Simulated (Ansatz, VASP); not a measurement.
**Si2B5: VASP beside Ansatz**

```
Si B
1.0
     3.43214    0.00000    0.00000
    -1.71607    2.97232    0.00000
     0.00000    0.00000    8.45961
Si B
2 5
Direct
  0.00000 0.00000 0.31444
  0.00000 0.00000 0.68556
  0.50000 0.00000 0.50000
  0.00000 0.50000 0.50000
  0.50000 0.50000 0.50000
  0.00000 0.00000 0.90845
  0.00000 0.00000 0.09155
```

Alike in both runs: functional PBE; k mesh 6 × 6 × 4; occupations gaussian, width 0.1 eV; no spin polarisation.

Ansatz relaxed the structure, and its values are those at the end. VASP's run is a single point on that final structure, the one shown.

|  | VASP | Ansatz |
| --- | --- | --- |
| version | VASP 6.6.1 | Ansatz 0.2.0 |
| potentials or method | VASP PAW PBE potentials, release 64 (Si, B), cutoff 520 eV | scalar-relativistic, plane waves, PAW |
| valence electrons in the cell | 23 | 23 |

Ansatz gave:

```
gap on the k mesh at the Fermi level (eV) : none
pressure (GPa)                            : 0.0
rms of the force components (eV/Å)        : 0.014
```

Q: Which values does VASP return?

A: gap on the k mesh at the Fermi level (eV): none; pressure (GPa): -0.1; rms of the force components (eV/Å): 0.014.

A gap of «none» marks a metal or a gap that the smearing closes. With one functional, cell and mesh, what is left measures potentials, basis and numerics.
